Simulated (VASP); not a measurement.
Crystal: TaNb3F2.

```
Ta Nb F
1.0
     2.62078    1.51311    3.82982
    -2.62078    1.51311    3.82982
     0.00000   -3.02621    3.82982
Ta Nb F
1 3 2
Direct
  0.00000 0.00000 0.00000
  0.00000 0.50000 0.00000
  0.50000 0.00000 0.00000
  0.00000 0.00000 0.50000
  0.62859 0.62859 0.62859
  0.37141 0.37141 0.37141
```

The cell was generated, and may not be a known phase.

- Program: VASP 6.6.1
- Task: relaxation of cell and atoms
- Functional: PBE
- Potentials or basis: VASP PAW PBE potentials, release 64 (Ta_pv, Nb_sv, F)
- Cutoff: 600 eV
- k mesh: 6 × 6 × 6
- Occupations: gaussian, width 0.1 eV
- Spin: no spin polarisation

At the start: pressure 29.2 GPa; volume 15.19 Å³/atom.

Q: How do energy, volume and symmetry change on relaxing?

A: Over 29 steps the energy falls by 858.6 meV/atom and the volume is 20.79 Å³/atom (+36.9 %); space group R-3m (No. 166, to 0.1 Å) before and after.

The path:
```
step  energy change (eV)  largest force (eV/Å)  pressure (GPa)  volume (Å³)
   1              0.0000                0.2691           29.16        91.12
   2             -0.8740                0.3031          -11.29       132.62
   3             -1.6563                0.2976           -0.08       112.90
   4             -1.6559                0.2972            0.30       112.44
   5             -1.6643                0.3385            0.30       112.47
   6             -1.6968                0.4710            0.29       112.58
   7             -1.7972                0.7673            0.24       112.78
   8             -2.1506                1.3850            0.24       113.17
   9             -3.3850                2.2139            0.83       113.91
  10             -4.3752                2.0614           12.92       115.16
  11             -4.5999                1.2477            4.19       114.59
  12             -4.7569                0.3126            6.55       114.80
  13             -4.7605                0.0859            7.13       114.84
  14             -4.7624                0.0592            7.17       114.89
  15             -4.7670                0.0228            7.28       115.02
  16             -4.7722                0.1859            7.46       115.30
  17             -4.7785                0.1792            7.34       115.42
  18             -4.7971                0.1578            6.98       115.78
  19             -4.8320                0.1155            6.25       116.50
  20             -4.8926                0.0330            4.86       117.96
  21             -4.9792                0.1224            2.30       120.90
  22             -5.0240                0.3986           -2.19       126.91
  23             -5.0281                0.3408           -1.25       125.56
  24             -5.0410                0.3288           -1.20       125.53
  25             -5.0756                0.2910           -1.03       125.43
  26             -5.1263                0.2005           -0.63       125.19
  27             -5.1448                0.0489            0.44       124.53
  28             -5.1518                0.0469            0.03       124.79
  29             -5.1519                0.0396            0.05       124.77
```

Final structure:
```xyz
6
Lattice="2.9003 1.6745 4.2819 -2.9003 1.6745 4.2819 0.0000 -3.3490 4.2819" Properties=species:S:1:pos:R:3 pbc="T T T"
Ta    0.0000    0.0000    0.0000
Nb   -1.4501    0.8372    2.1409
Nb    1.4501    0.8372    2.1409
Nb    0.0000   -1.6745    2.1409
F     0.0000    0.0000    9.3129
F     0.0000    0.0000    3.5328
```

Caveat: the volume moved by over 15 % at a fixed basis, so the end points are rough.
